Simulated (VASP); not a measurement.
# Al2Cu (I4/mmm) in VASP: a series of runs, part 2 of 3

VASP 6.6.1.

### 3 Single point, r2SCAN (uniaxial strain along c: -6.0 %, then relaxed in part)

POSCAR reads:

```
Al2Cu
1.0
    2.9134725748      2.9134725748      0.0000000000
   -2.9134725748      2.9134725748      0.0000000000
    0.0000000000      0.0000000000      5.3900981840
Al Cu
4 2
Direct
    0.5000000000      0.0000000000      0.2500000000
    0.0000000000      0.5000000000      0.2500000000
    0.0000000000      0.5000000000      0.7500000000
    0.5000000000      0.0000000000      0.7500000000
    0.0000000000      0.0000000000      0.5000000000
    0.5000000000      0.5000000000      0.0000000000
```

INCAR.step1 reads:

```
SYSTEM = Al2Cu
  PREC = Accurate
  ENCUT = 520
  ISMEAR = 0
  SIGMA = 0.1
  LREAL = .FALSE.
  LASPH = .TRUE.
  NELM = 100
  NBANDS = 26
  GGA = PE
  ALGO = Normal
  EDIFF = 1E-4
  LWAVE = .TRUE.
  LCHARG = .FALSE.
```

INCAR.step2 reads:

```
SYSTEM = Al2Cu
  PREC = Accurate
  ENCUT = 520
  EDIFF = 1E-7
  ISMEAR = 0
  SIGMA = 0.1
  LREAL = .FALSE.
  LASPH = .TRUE.
  NELM = 100
  ALGO = Normal
  ISIF = 2
  LWAVE = .FALSE.
  LCHARG = .TRUE.
  METAGGA = R2SCAN
  LMIXTAU = .TRUE.
  LELF = .TRUE.
  LVHAR = .TRUE.
  NBANDS = 26
  ISTART = 1
```

KPOINTS reads:

```
regular mesh
0
G
  10 10 6
  0 0 0
```

Potentials or basis: VASP PAW PBE potentials, release 64 (Al, Cu).

The run is started by

```sh
> cat potpaw_PBE.64/Al/POTCAR potpaw_PBE.64/Cu/POTCAR > POTCAR
> cp INCAR.step1 INCAR
> mpirun -np 1 vasp_std > vasp.out
> cp INCAR.step2 INCAR
> mpirun -np 1 vasp_std > vasp.out
```

OUTCAR:

```text
SYSTEM = Al2Cu
   PREC = Accurate
   ENCUT = 520
   EDIFF = 1E-7
   ISMEAR = 0
   LREAL = .FALSE.
   LASPH = .TRUE.
   NELM = 100
   ISIF = 2
   METAGGA = R2SCAN
   ISTART = 1

 ion  position               nearest neighbor table
   1  0.500  0.000  0.250-   5 2.46   6 2.46   6 2.46   5 2.46   4 2.70   4 2.70   2 2.91   2 2.91
                             2 2.91   2 2.91
   2  0.000  0.500  0.250-   5 2.46   6 2.46   5 2.46   6 2.46   3 2.70   3 2.70   1 2.91   1 2.91
                             1 2.91   1 2.91
   3  0.000  0.500  0.750-   5 2.46   6 2.46   5 2.46   6 2.46   2 2.70   2 2.70   4 2.91   4 2.91
                             4 2.91   4 2.91
   4  0.500  0.000  0.750-   5 2.46   6 2.46   6 2.46   5 2.46   1 2.70   1 2.70   3 2.91   3 2.91
                             3 2.91   3 2.91
   5  0.000  0.000  0.500-   1 2.46   2 2.46   3 2.46   4 2.46   2 2.46   3 2.46   1 2.46   4 2.46

   6  0.500  0.500  0.000-   1 2.46   2 2.46   3 2.46   4 2.46   1 2.46   4 2.46   2 2.46   3 2.46

  LATTYP: Found a simple tetragonal cell.
 ALAT       =     4.1202724289
 C/A-ratio  =     1.3081897561

  Lattice vectors:

 A1 = (   2.9134725748,   2.9134725748,   0.0000000000)
 A2 = (  -2.9134725748,   2.9134725748,   0.0000000000)
 A3 = (   0.0000000000,   0.0000000000,   5.3900981840)

Analysis of symmetry for initial positions (statically):
=====================================================================
 Subroutine PRICEL returns following result:

  LATTYP: Found a body centered tetragonal cell.
 ALAT       =     4.1202724289
 C/A-ratio  =     1.3081897561

  Lattice vectors:

 A1 = (   0.0000000000,  -2.9134725748,  -2.6950490920)
 A2 = (   0.0000000000,   2.9134725748,  -2.6950490920)
 A3 = (   2.9134725748,   0.0000000000,   2.6950490920)

   2 primitive cells build up your supercell.

 Routine SETGRP: Setting up the symmetry group for a
 simple tetragonal supercell.

 Subroutine GETGRP returns: Found 16 space group operations
[... 152 lines left out ...]
  Fermi-wavevector in a.u.,A,eV,Ry     =   1.176933  2.224080 18.846389  1.385171
  Thomas-Fermi vector in A             =   2.313288
   LORBIT       =      0    0 simple, 1 ext, 2 COOP (PROOUT), +10 PAW based schemes
   METAGGA = R2SCAN    functional components
   LHFCALC =     F    Hartree Fock is set to
   AEXX    =    0.0000 exact exchange contribution
   IVDW    =     0    specifies the selected vdW correction
   LEPSILON=     F    determine dielectric tensor
   LRPA    =     F    only Hartree local field effects (RPA)
 non-spin polarized calculation
 Gauss-broadening in eV      SIGMA  =   0.10
  energy-cutoff  :      520.00
  volume of cell :       91.51
 maximum number of plane-waves:      2488
 NGX is ok and might be reduce to    32
   NGX = 15   NGY = 15   NGZ = 21

 number of electron      33.9999979 magnetization

 Free energy of the ion-electron system (eV)
  ---------------------------------------------------
  ext. energy  EPLUGINS =         0.00000000
  ---------------------------------------------------
  free energy    TOTEN  =       -49.68137278 eV

  energy without entropy =      -49.67518966  energy(sigma->0) =      -49.67828122

 E-fermi :   7.3407     XC(G=0): -11.3612

 val. band max:        7.2712144117   @ k =   0.5000   0.0000   0.0000
 cond. band min:       7.3409097994   @ k =   0.5000   0.0000   0.1667
 fundamental gap:      0.0696953877
 Fermi energy:         7.3406818133

 k-point     1 :       0.0000    0.0000    0.0000
  band No.  band energies     occupation
      1      -3.6481      2.00000
      2       1.1649      2.00000
      3       1.5417      2.00000
      4       1.7007      2.00000
      5       2.4421      2.00000
      6       2.5197      2.00000
[... 685 lines left out ...]
     25      13.3052      0.00000
     26      14.4077      0.00000

 [... further k-points ...]

------------------------ aborting loop because EDIFF is reached ----------------------------------------

  FORCE on cell =-STRESS in cart. coord.  units (eV):
  Direction    XX          YY          ZZ          XY          YZ          ZX
  --------------------------------------------------------------------------------------
  -------------------------------------------------------------------------------------
  Total       -0.0545503     -0.0545503      6.3402742      0.0000000     -0.0000000      0.0000000
  in kB       -0.9551224     -0.9551224    111.0120400      0.0000000     -0.0000000      0.0000000
  external PRESSURE =      36.3672651 kB  Pullay stress =       0.0000000 kB

 VOLUME and BASIS-vectors are now :
 -----------------------------------------------------------------------------
  energy-cutoff  :      520.00
  volume of cell :       91.51
      direct lattice vectors                 reciprocal lattice vectors
     2.913472575  2.913472575  0.000000000     0.171616512  0.171616512  0.000000000
    -2.913472575  2.913472575  0.000000000    -0.171616512  0.171616512  0.000000000
     0.000000000  0.000000000  5.390098184     0.000000000  0.000000000  0.185525377

 POSITION                                       TOTAL-FORCE (eV/Angst)
 -----------------------------------------------------------------------------------
      1.45674      1.45674      1.34752        -0.000000      0.000000     -0.000000
     -1.45674      1.45674      1.34752        -0.000000      0.000000      0.000000
     -1.45674      1.45674      4.04257        -0.000000      0.000000     -0.000000
      1.45674      1.45674      4.04257        -0.000000      0.000000      0.000000
      0.00000      0.00000      2.69505        -0.000000      0.000000     -0.000000
      0.00000      2.91347      0.00000         0.000000     -0.000000     -0.000000
 -----------------------------------------------------------------------------------
    total drift:                                0.000000     -0.000000     -0.000000

  FREE ENERGIE OF THE ION-ELECTRON SYSTEM (eV)
  ---------------------------------------------------
  free  energy   TOTEN  =       -49.6813727777 eV

  energy  without entropy=      -49.6751896585  energy(sigma->0) =      -49.67828122
```

OUTCAR.step1:

```text
SYSTEM = Al2Cu
   PREC = Accurate
   ENCUT = 520
   ISMEAR = 0
   LREAL = .FALSE.
   LASPH = .TRUE.
[... 955 lines left out ...]
      1.45674      1.45674      4.04257         0.000000     -0.000000     -0.000000
      0.00000      0.00000      2.69505        -0.000000     -0.000000      0.000000
      0.00000      2.91347      0.00000        -0.000000      0.000000      0.000000
 -----------------------------------------------------------------------------------
    total drift:                                0.000000     -0.000000     -0.000000

  FREE ENERGIE OF THE ION-ELECTRON SYSTEM (eV)
  ---------------------------------------------------
  free  energy   TOTEN  =       -23.2860828378 eV

  energy  without entropy=      -23.2798783682  energy(sigma->0) =      -23.28298060
```

OSZICAR.step1:

```text
N       E                     dE             d eps       ncg     rms          rms(c)
DAV:   1     0.192978627880E+03    0.19298E+03   -0.13823E+04  4368   0.145E+03
DAV:   2    -0.157335099999E+02   -0.20871E+03   -0.19557E+03  4390   0.284E+02
DAV:   3    -0.278274875362E+02   -0.12094E+02   -0.11425E+02  5668   0.896E+01
DAV:   4    -0.281833506230E+02   -0.35586E+00   -0.35397E+00  6360   0.131E+01
DAV:   5    -0.281924189168E+02   -0.90683E-02   -0.90664E-02  6364   0.200E+00    0.217E+01
DAV:   6    -0.323659217084E+02   -0.41735E+01   -0.96493E+01  5146   0.271E+02    0.175E+01
DAV:   7    -0.236309376123E+02    0.87350E+01   -0.27197E+01  5342   0.102E+02    0.359E+00
DAV:   8    -0.233163791587E+02    0.31456E+00   -0.25238E+00  6856   0.328E+01    0.173E+00
DAV:   9    -0.232860133986E+02    0.30366E-01   -0.21661E-01  6880   0.758E+00    0.353E-01
DAV:  10    -0.232896007621E+02   -0.35874E-02   -0.17307E-02  6074   0.352E+00    0.435E-01
DAV:  11    -0.232860462021E+02    0.35546E-02   -0.83525E-03  5698   0.266E+00    0.814E-02
DAV:  12    -0.232860828378E+02   -0.36636E-04   -0.94855E-04  6640   0.364E-01
   1 F= -.23286083E+02 E0= -.23282981E+02  d E =-.620447E-02
```

It took 5.4 min on 1 thread of Intel Xeon 6975P-C (Granite Rapids), shared host; peak memory 0.31 GiB.

What came out:

| Quantity | Value |
| --- | --- |
| Free energy | -49.6814 eV |
| Pressure | 3.6 GPa |
| Band gap on the k mesh | zero (bands 17 and 18 overlap by 4.10 eV) |

Stress tensor (GPa, compression positive):
```
-0.10  0.00  0.00
 0.00 -0.10  0.00
 0.00  0.00 11.10
```

Levels at points of the mesh, in eV from the Fermi level:
| k point | band 13 | band 14 | band 15 | band 16 | band 17 | band 18 | band 19 | band 20 | band 21 | band 22 |
| --- | --- | --- | --- | --- | --- | --- | --- | --- | --- | --- |
| (0.00, 0.00, 0.00) | -3.80 | -2.54 | -2.54 | 0.05 | 1.45 | 2.64 | 2.86 | 2.86 | 3.47 | 3.57 |
| (0.50, 0.00, 0.00) | -2.96 | -2.96 | -2.39 | -2.39 | -0.07 | -0.07 | 2.19 | 2.19 | 5.11 | 5.11 |
| (0.50, 0.50, 0.00) | -3.99 | -3.99 | -2.27 | -2.27 | -1.66 | -1.66 | 1.07 | 1.07 | 1.96 | 1.96 |
| (0.00, 0.00, 0.50) | -0.81 | -0.81 | -0.81 | -0.81 | 0.23 | 0.23 | 0.80 | 0.80 | 2.94 | 2.94 |
| (0.50, 0.00, 0.50) | -4.11 | -4.11 | 0.27 | 0.27 | 0.93 | 0.93 | 2.97 | 2.97 | 3.04 | 3.04 |
| (0.50, 0.50, 0.50) | -3.81 | -3.81 | -3.81 | -3.81 | -2.52 | -2.52 | 5.25 | 5.25 | 5.25 | 5.25 |

Caveat: the cell differs from its parent crystal (uniaxial strain along c: -6.0 %, then relaxed in part); the stress differs along the axes, from -0 to 11 GPa; the PAW data sets were made with another functional, which shifts forces and pressure a little.

(Part 2 of 3 ends here.)

The gap in the log of VASP goes by the Fermi energy; the results here count the filled bands.